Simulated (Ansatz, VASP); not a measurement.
**One calculation of ZrC, two programs**

```
Zr C
1.0
     0.00000    2.16219    2.53823
     2.16219    0.00000    2.53823
     2.16219    2.16219    0.00000
Zr C
1 1
Direct
  0.50000 0.50000 0.50000
  0.00000 0.00000 0.00000
```

Change from the starting cell: strain -0.080 along x and y, +0.080 along z, atoms carried along.

Alike in both runs: task single point; functional PBE; k mesh 18 × 18 × 18; occupations gaussian, width 0.15 eV; no spin polarisation.

|  | VASP | Ansatz |
| --- | --- | --- |
| version | VASP 6.6.1 | Ansatz 0.2.0 |
| potentials or method | VASP PAW PBE potentials, release 64 (Zr_sv, C), cutoff 520 eV | scalar-relativistic, plane waves, PAW |
| valence electrons in the cell | 16 | 16 |

|  | VASP | Ansatz | Ansatz less VASP |
| --- | --- | --- | --- |
| gap on the k mesh at the Fermi level (eV) | none | none | - |
| pressure (GPa) | 38.5 | 38.2 | -0.27 |
| traceless stress, the component that is largest in VASP (GPa) | -51.14 | -50.94 | +0.203 |

A gap of «none» marks a metal or a gap that the smearing closes. Both programs put the cell under a high pressure, so it lies far from rest at this level. With one functional, cell and mesh, what is left measures potentials, basis and numerics.
